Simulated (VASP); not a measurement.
Input of a VASP 6.6.1 run:

Contents of INCAR:

```
PREC = Accurate
ENCUT = 520
EDIFF = 1E-6
ISMEAR = 0
SIGMA = 0.15
LREAL = False
LASPH = True
NELM = 60
ALGO = Fast
ISIF = 2
LWAVE = False
LCHARG = False
GGA = CA
NBANDS = 13
```

File KPOINTS:

```
Automatic mesh
0
Gamma
  18 18 10
```

POSCAR

```
CaMg
1.0
    3.3609514967      0.0000000000      0.0000000000
   -1.6804757483      2.9106693770      0.0000000000
    0.0000000000      0.0000000000      6.6969351857
Ca Mg
1 1
Direct
    0.0000000000      0.0000000000      0.5000000000
    0.6666666667      0.3333333333      0.0000000000
```

Potentials or basis: VASP PAW LDA potentials, release 64 (Ca_sv, Mg).

The run is started by

```console
$ cat potpaw_LDA.64/Ca_sv/POTCAR potpaw_LDA.64/Mg/POTCAR > POTCAR
$ mpirun -np 1 vasp_std > vasp.out
```

(1) Estimate the pressure.

(2) Estimate the band gap on the k mesh.

Answers

(1) -1.5 GPa.

(2) zero (bands 6 and 7 overlap by 1.73 eV).

Caveat: the stress differs along the axes, from -8 to 2 GPa.
